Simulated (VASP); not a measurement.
# ScPt3S (P-6m2) in VASP: single point with PBE

Aim: the single point of ScPt3S with PBE.

All numbers are computed with VASP 6.6.1; they aren't measurements. Logs are shortened: lines on timing, memory, paths and dates and some standing lists are left out, and cuts for length are marked.

## Step 1: The cell of the first run

The structure is hexagonal, space group P-6m2 (No. 187). The conventional cell has a = 4.254 Å, b = 4.254 Å, c = 5.252 Å, α = 90.00°, β = 90.00°, γ = 120.00°. Sc (site symmetry -6m2) has 9 Pt at 2.46 to 2.80 Å within 3.2 Å. Pt (site symmetry 3m) has 5 Pt at 2.57 to 2.80 Å and 3 S at 2.77 Å and 3 Sc at 2.80 Å within 3.4 Å. Pt (site symmetry -6m2) has 3 Sc at 2.46 Å and 2 S at 2.63 Å and 6 Pt at 2.80 Å within 3.2 Å. Within 3.6 Å of S (site symmetry -6m2) lie 8 Pt at 2.63 to 2.77 Å and 6 Sc at 3.60 Å.

The cell was generated, and may not be a known phase.

## Step 2: Single point, PBE

INCAR

```
SYSTEM = ScPt3S
PREC     = Accurate       ! precision mode
ENCUT    = 570            ! plane-wave cutoff, eV
EDIFF    = 1E-6           ! SCF threshold, eV
ISMEAR   = 0              ! smearing method
SIGMA    = 0.1            ! smearing width, eV
LREAL    = .False.        ! projectors in reciprocal space
LASPH    = .True.         ! aspherical terms in the spheres
NELM     = 120            ! most SCF steps
ALGO     = Normal         ! electronic algorithm
ISIF     = 2              ! what is computed and relaxed
LWAVE    = .False.        ! write WAVECAR
LCHARG   = .True.         ! write CHGCAR
GGA      = PE             ! functional
LELF     = .True.         ! ELF
LVHAR    = .True.       
NBANDS   = 44             ! bands
GGA_COMPAT= .False.
```

KPOINTS

```
Automatic mesh
0
Gamma
  6 6 4
  0 0 0
```

POSCAR

```
ScPt3S
1.0
    4.2542219800      0.0000000000      0.0000000000
   -2.1271109900      3.6842643000      0.0000000000
    0.0000000000      0.0000000000      5.2520295000
Sc Pt S
1 3 1
Direct
    0.3333333300      0.6666666700      0.5000000000
    0.0000000000      0.0000000000      0.7552470000
    0.0000000000      0.0000000000      0.2447530000
    0.6666666700      0.3333333300      0.5000000000
    0.6666666700      0.3333333300      0.0000000000
```

Potentials or basis: VASP PAW PBE potentials, release 64 (Sc_sv, Pt_sv_GW, S).

Run with:

```sh
$ cat potpaw_PBE.64/Sc_sv/POTCAR potpaw_PBE.64/Pt_sv_GW/POTCAR potpaw_PBE.64/S/POTCAR > POTCAR
$ mpirun -np 1 vasp_std > vasp.out
```

OUTCAR:

```text
SYSTEM = ScPt3S
   PREC = Accurate
   ENCUT = 570
   EDIFF = 1E-6
   ISMEAR = 0
   LREAL = .False.
   LASPH = .True.
   NELM = 120
   ISIF = 2
   GGA = PE

 ion  position               nearest neighbor table
   1  0.333  0.667  0.500-   4 2.46   4 2.46   4 2.46   2 2.80   3 2.80   3 2.80   2 2.80   3 2.80
                             2 2.80
   2  0.000  0.000  0.755-   3 2.57   3 2.68   5 2.77   5 2.77   5 2.77   4 2.80   1 2.80   4 2.80
                             1 2.80   4 2.80   1 2.80
   3  0.000  0.000  0.245-   2 2.57   2 2.68   5 2.77   5 2.77   5 2.77   1 2.80   4 2.80   4 2.80
                             1 2.80   4 2.80   1 2.80
   4  0.667  0.333  0.500-   1 2.46   1 2.46   1 2.46   5 2.63   5 2.63   3 2.80   2 2.80   2 2.80
                             3 2.80   2 2.80   3 2.80
   5  0.667  0.333  0.000-   4 2.63   4 2.63   2 2.77   3 2.77   2 2.77   3 2.77   2 2.77   3 2.77

  LATTYP: Found a hexagonal cell.
 ALAT       =     4.2542219800
 C/A-ratio  =     1.2345452411

  Lattice vectors:

 A1 = (   4.2542219800,   0.0000000000,   0.0000000000)
 A2 = (  -2.1271109900,   3.6842643000,   0.0000000000)
 A3 = (   0.0000000000,   0.0000000000,   5.2520295000)

Analysis of symmetry for initial positions (statically):
=====================================================================
 Subroutine PRICEL returns:
 Original cell was already a primitive cell.

 Routine SETGRP: Setting up the symmetry group for a
 hexagonal supercell.

 Subroutine GETGRP returns: Found 12 space group operations
 (whereof 12 operations were pure point group operations)
 out of a pool of 24 trial point group operations.

The static configuration has the point symmetry D_3h.

Analysis of symmetry for dynamics (positions and initial velocities):
=====================================================================
 Subroutine PRICEL returns:
 Original cell was already a primitive cell.

 Routine SETGRP: Setting up the symmetry group for a
 hexagonal supercell.

 Subroutine GETGRP returns: Found 12 space group operations
 (whereof 12 operations were pure point group operations)
 out of a pool of 24 trial point group operations.

The dynamic configuration has the point symmetry D_3h.

 Subroutine INISYM returns: Found 12 space group operations
 (whereof 12 operations are pure point group operations),
 and found     1 'primitive' translations

----------------------------------------------------------------------------------------

                                     Primitive cell

  volume of cell :      82.3186

  direct lattice vectors                    reciprocal lattice vectors
     4.254221980  0.000000000  0.000000000     0.235060607  0.135712305  0.000000000
    -2.127110990  3.684264300  0.000000000     0.000000000  0.271424610  0.000000000
     0.000000000  0.000000000  5.252029500     0.000000000  0.000000000  0.190402586

  length of vectors
     4.254221980  4.254221973  5.252029500     0.271424609  0.271424610  0.190402586

  position of ions in fractional coordinates (direct lattice)
     0.333333330  0.666666670  0.500000000
     0.000000000  0.000000000  0.755247000
     0.000000000  0.000000000  0.244753000
     0.666666670  0.333333330  0.500000000
     0.666666670  0.333333330  0.000000000

  ion indices of the primitive-cell ions
   primitive index   ion index
                 1           1
                 2           2
                 3           3
                 4           4
                 5           5

----------------------------------------------------------------------------------------

 KPOINTS: Automatic mesh

Automatic generation of k-mesh.
 Grid dimensions read from file:
 generate k-points for:    6    6    4

 Generating k-lattice:

  Cartesian coordinates                     Fractional coordinates (reciprocal lattice)
     0.039176768  0.022618717  0.000000000     0.166666667  0.000000000  0.000000000
     0.000000000  0.045237435  0.000000000     0.000000000  0.166666667  0.000000000
     0.000000000  0.000000000  0.047600647     0.000000000  0.000000000  0.250000000

  Length of vectors
     0.045237435  0.045237435  0.047600647

  Shift w.r.t. Gamma in fractional coordinates (k-lattice)
     0.000000000  0.000000000  0.000000000

 Subroutine IBZKPT returns following result:
 ===========================================

 Found     21 irreducible k-points:

 Following reciprocal coordinates:
            Coordinates               Weight
  0.000000  0.000000  0.000000      1.000000
  0.166667 -0.000000  0.000000      6.000000
  0.333333  0.000000  0.000000      6.000000
  0.500000  0.000000  0.000000      3.000000
  0.166667  0.166667  0.000000      6.000000
  0.333333  0.166667  0.000000     12.000000
[... 13 lines left out ...]
  0.333333  0.166667  0.500000     12.000000
  0.333333  0.333333  0.500000      2.000000
   k-points           NKPTS =     21   k-points in BZ     NKDIM =     21   number of bands    NBANDS=     44
   number of dos      NEDOS =    301   number of ions     NIONS =      5
   total plane-waves  NPLWV =  54432
   dimension x,y,z NGX =    36 NGY =   36 NGZ =   42
   dimension x,y,z NGXF=    72 NGYF=   72 NGZF=   84
   ions per type =               1   3   1
   NGX,Y,Z   is equivalent  to a cutoff of  14.07, 14.07, 13.29 a.u.
   NGXF,Y,Z  is equivalent  to a cutoff of  28.14, 28.14, 26.59 a.u.
 SYSTEM =  ScPt3S
   PREC   = accura    normal or accurate (medium, high low for compatibility)
   ISTART =      0    job   : 0-new  1-cont  2-samecut
   ICHARG =      2    charge: 1-file 2-atom 10-const
   ISPIN  =      1    spin polarized calculation?
   LNONCOLLINEAR =      F non collinear calculations
   LSORBIT =      F    spin-orbit coupling
   LASPH  =      T    aspherical Exc in radial PAW
   ENCUT  =  570.0 eV  41.89 Ry    6.47 a.u.   8.28  8.28 10.22*2*pi/ulx,y,z
   NELM   =    120;   NELMIN=  2; NELMDL= -5     # of ELM steps
   EDIFF  = 0.1E-05   stopping-criterion for ELM
   LREAL  =      F    real-space projection
[... 7 lines left out ...]
   TEBEG  =    0.0;   TEEND  =   0.0 temperature during run
   PSTRESS=    0.0 pullay stress
   NELECT =      71.0000    total number of electrons
   NUPDOWN=      -1.0000    fix difference up-down
   EMIN   =  10.00;   EMAX   =-10.00  energy-range for DOS
   EFERMI =   0.00;   METHOD = LEGACY
   ISMEAR =     0;   SIGMA  =   0.10  broadening in eV -4-tet -1-fermi 0-gaus
   EFERMI_NEDOS =   21; number of points for ismear=-14 and -15
   IALGO  =     38    algorithm
   IMIX   =      4    mixing-type and parameters
     AMIX     =   0.40;   BMIX     =  1.00
     AMIX_MAG =   1.60;   BMIX_MAG =  1.00
  volume/ion in A,a.u.               =      16.46       111.10
  Fermi-wavevector in a.u.,A,eV,Ry     =   1.558338  2.944831 33.040612  2.428416
  Thomas-Fermi vector in A             =   2.661857
   LORBIT       =      0    0 simple, 1 ext, 2 COOP (PROOUT), +10 PAW based schemes
   GGA     = PE    functional components
   LHFCALC =     F    Hartree Fock is set to
   AEXX    =    0.0000 exact exchange contribution
   IVDW    =     0    specifies the selected vdW correction
   LEPSILON=     F    determine dielectric tensor
   LRPA    =     F    only Hartree local field effects (RPA)
 non-spin polarized calculation
 Gauss-broadening in eV      SIGMA  =   0.10
  energy-cutoff  :      570.00
  volume of cell :       82.32
 maximum number of plane-waves:      2559
 NGX is ok and might be reduce to    36
   NGX = 17   NGY = 17   NGZ = 21

 number of electron      71.0000004 magnetization

 Free energy of the ion-electron system (eV)
  ---------------------------------------------------
  ext. energy  EPLUGINS =         0.00000000
  ---------------------------------------------------
  free energy    TOTEN  =       -28.89895412 eV

  energy without entropy =      -28.88386166  energy(sigma->0) =      -28.89140789

 E-fermi :   8.4872     XC(G=0): -12.3929

 val. band max:        8.4405280254   @ k =   0.3333   0.0000   0.5000
 cond. band min:       8.5023729854   @ k =   0.5000   0.0000   0.0000
 fundamental gap:      0.0618449600
 Fermi energy:         8.4872002724

 k-point     1 :       0.0000    0.0000    0.0000
  band No.  band energies     occupation
      1     -90.0063      2.00000
      2     -89.6420      2.00000
      3     -89.6163      2.00000
      4     -44.2711      2.00000
      5     -44.2569      2.00000
      6     -44.2569      2.00000
[... 36 lines left out ...]
     43      13.2340      0.00000
     44      15.5856      0.00000

 k-point     2 :       0.1667   -0.0000    0.0000
  band No.  band energies     occupation
      1     -90.0060      2.00000
      2     -89.6416      2.00000
      3     -89.6165      2.00000
      4     -44.2789      2.00000
      5     -44.2729      2.00000
      6     -44.2584      2.00000
[... 36 lines left out ...]
     43      13.6209      0.00000
     44      14.7547      0.00000

 k-point     3 :       0.3333    0.0000    0.0000
  band No.  band energies     occupation
      1     -90.0058      2.00000
      2     -89.6418      2.00000
      3     -89.6164      2.00000
      4     -44.3067      2.00000
      5     -44.2769      2.00000
      6     -44.2618      2.00000
[... 36 lines left out ...]
     43      13.8373      0.00000
     44      13.8570      0.00000

 k-point     4 :       0.5000    0.0000    0.0000
  band No.  band energies     occupation
      1     -90.0059      2.00000
      2     -89.6420      2.00000
      3     -89.6165      2.00000
      4     -44.3177      2.00000
      5     -44.2787      2.00000
      6     -44.2635      2.00000
[... 741 lines left out ...]
     43      13.5448      0.00000
     44      13.8453      0.00000

 k-point    20 :       0.3333    0.1667    0.5000
  band No.  band energies     occupation
      1     -90.0058      2.00000
      2     -89.6328      2.00000
      3     -89.6256      2.00000
      4     -44.2837      2.00000
      5     -44.2798      2.00000
      6     -44.2632      2.00000
[... 36 lines left out ...]
     43      12.9209      0.00000
     44      13.6653      0.00000

 k-point    21 :       0.3333    0.3333    0.5000
  band No.  band energies     occupation
      1     -90.0057      2.00000
      2     -89.6328      2.00000
      3     -89.6257      2.00000
      4     -44.2870      2.00000
      5     -44.2804      2.00000
      6     -44.2646      2.00000
[... 36 lines left out ...]
     43      13.0437      0.00000
     44      13.7139      0.00000

------------------------ aborting loop because EDIFF is reached ----------------------------------------

  FORCE on cell =-STRESS in cart. coord.  units (eV):
  Direction    XX          YY          ZZ          XY          YZ          ZX
  --------------------------------------------------------------------------------------
  -------------------------------------------------------------------------------------
  Total       11.6395273     11.6395273      7.8312330      0.0000000      0.0000000      0.0000000
  in kB      226.5415386    226.5415376    152.4202417      0.0000000      0.0000000      0.0000000
  external PRESSURE =     201.8344393 kB  Pullay stress =       0.0000000 kB

 VOLUME and BASIS-vectors are now :
 -----------------------------------------------------------------------------
  energy-cutoff  :      570.00
  volume of cell :       82.32
      direct lattice vectors                 reciprocal lattice vectors
     4.254221980  0.000000000  0.000000000     0.235060607  0.135712305  0.000000000
    -2.127110990  3.684264300  0.000000000     0.000000000  0.271424610  0.000000000
     0.000000000  0.000000000  5.252029500     0.000000000  0.000000000  0.190402586

 POSITION                                       TOTAL-FORCE (eV/Angst)
 -----------------------------------------------------------------------------------
     -0.00000      2.45618      2.62601        -0.000000     -0.000000      0.000000
      0.00000      0.00000      3.96658         0.000000      0.000000      0.039796
      0.00000      0.00000      1.28545         0.000000      0.000000     -0.039796
      2.12711      1.22809      2.62601        -0.000000     -0.000000      0.000000
      2.12711      1.22809      0.00000         0.000000     -0.000000      0.000000
 -----------------------------------------------------------------------------------
    total drift:                               -0.000107      0.000062      0.000000

  FREE ENERGIE OF THE ION-ELECTRON SYSTEM (eV)
  ---------------------------------------------------
  free  energy   TOTEN  =       -28.8989541182 eV

  energy  without entropy=      -28.8838616639  energy(sigma->0) =      -28.89140789
```

Wall time 70 s (1 thread of Intel Xeon 6975P-C (Granite Rapids), shared host); peak memory 0.26 GiB.

Results:

```
Free energy            : -28.8990 eV
Pressure               : 20.2 GPa
Largest force          : 0.040 eV/Å
Band gap on the k mesh : zero (an odd number of electrons rules out a gap without spin polarisation)
```

Forces on the atoms (eV/Å):
```
Sc   0.000  0.000  0.000
Pt   0.000  0.000  0.040
Pt   0.000  0.000 -0.040
Pt   0.000  0.000  0.000
S    0.000  0.000  0.000
```

Stress tensor (GPa, compression positive):
```
22.65  0.00  0.00
 0.00 22.65  0.00
 0.00  0.00 15.24
```

Caveat: the stress differs along the axes, from 15 to 23 GPa; spin-orbit coupling is left out, which moves the levels of the heavy elements.

The gap in the log of VASP goes by the Fermi energy; the results here count the filled bands.